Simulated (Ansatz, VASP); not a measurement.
# SiB6: VASP beside Ansatz

File INCAR:

```
PREC = Accurate ; ENCUT = 600
EDIFF = 1E-6 ; ISMEAR = 0
SIGMA = 0.1 ; LREAL = False
LASPH = True ; NELM = 60
ALGO = Normal ; ISIF = 3
LWAVE = False ; LCHARG = False
GGA = PE ; IBRION = 2
NSW = 100 ; EDIFFG = -0.01
```

The input KPOINTS:

```
regular mesh
0
Gamma
  12 12 6
```

The input POSCAR:

```
SiB6
1.0
    3.6640049042      0.0000000000      0.0000000000
   -1.8320024521      3.1731213266      0.0000000000
    0.0000000000      0.0000000000      6.9394130890
Si B
1 6
Direct
    0.0000000000      0.0000000000      0.5000000000
    0.3333333333      0.6666666667      0.0000000000
    0.6666666667      0.3333333333      0.0000000000
    0.5000000000      0.0000000000      0.5000000000
    0.0000000000      0.5000000000      0.5000000000
    0.5000000000      0.5000000000      0.5000000000
    0.0000000000      0.0000000000      0.0000000000
```

Input for Ansatz:

```yaml
crystal:
  lattice:
    - [3.6640049042, 0.0, 0.0]
    - [-1.8320024521, 3.1731213266, 0.0]
    - [0.0, 0.0, 6.939413089]
  atoms:
    - { symbol: Si, position: [0.0, 0.0, 0.5] }
    - { symbol: B, position: [0.3333333333, 0.6666666667, 0.0] }
    - { symbol: B, position: [0.6666666667, 0.3333333333, 0.0] }
    - { symbol: B, position: [0.5, 0.0, 0.5] }
    - { symbol: B, position: [0.0, 0.5, 0.5] }
    - { symbol: B, position: [0.5, 0.5, 0.5] }
    - { symbol: B, position: [0.0, 0.0, 0.0] }
basis:
  ecutwfc: 420
kpoints:
  mp_grid: { grid: [12, 12, 6] }
hamiltonian:
  xc: pbe
scf:
  occupations: { method: gaussian, width: 0.1 }
output:
  forces: true
  stress: true
  eigenvalues: true
relax:
  adjacent_minimum: "off"
  f_tol: 0.01
  max_steps: 80
  cell: { stress_tol: 0.05 }
```

Alike in both runs: task relaxation of cell and atoms; functional PBE; k mesh 12 × 12 × 6; occupations gaussian, width 0.1 eV; no spin polarisation.

|  | VASP | Ansatz |
| --- | --- | --- |
| version | VASP 6.6.1 | Ansatz 0.2.0 |
| potentials or method | VASP PAW PBE potentials, release 64 (Si, B), cutoff 600 eV | scalar-relativistic, plane waves, PAW |
| valence electrons in the cell | 22 | 22 |

```tsv
	VASP	Ansatz	Ansatz less VASP
gap on the k mesh at the Fermi level, each at its own relaxed structure (eV)	none	none	-
relaxed volume (Å³/atom)	11.51	11.53	+0.013
relaxed cell length with the largest relative difference (Å)	3.662	3.664	+0.0018
```

A gap of «none» marks a metal or a gap that the smearing closes.
